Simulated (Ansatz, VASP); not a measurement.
**Two plane-wave programs on SnO2**

```xyz
3
Lattice="1.5524 0.8963 4.4165 -1.5524 0.8963 4.4165 0.0000 -1.7926 4.4165" Properties=species:S:1:pos:R:3 pbc="T T T"
Sn    0.0000    0.0000    6.6248
O     0.0000    0.0000    3.1424
O     0.0000    0.0000   10.1072
```

Change from the starting cell: strain -0.040 along x and y, -0.080 along z, atoms carried along.

Alike in both runs: task single point; functional r2SCAN; k mesh 12 × 12 × 12; occupations gaussian, width 0.05 eV; no spin polarisation.

|  | VASP | Ansatz |
| --- | --- | --- |
| version | VASP 6.6.1 | Ansatz 0.2.0 |
| potentials or method | VASP PAW PBE potentials, release 64 (Sn_d, O), cutoff 520 eV | scalar-relativistic, plane waves, PAW |
| valence electrons in the cell | 26 | 26 |

Ansatz gave:

```
gap on the k mesh at the Fermi level (eV)                     : 3.45
least direct gap on the mesh (eV)                             : 3.71
pressure (GPa)                                                : 22.1
traceless stress, the component that is largest in VASP (GPa) : -8.65
rms of the force components (eV/Å)                            : 0.783
```

What did VASP give for the same quantities?

gap on the k mesh at the Fermi level (eV): 3.46; least direct gap on the mesh (eV): 3.73; pressure (GPa): 23.8; traceless stress, the component that is largest in VASP (GPa): -9.65; rms of the force components (eV/Å): 0.839.

VASP's potentials were made for PBE, not for r2SCAN. Atom by atom the forces differ by 0.056 eV/Å (rms over components).
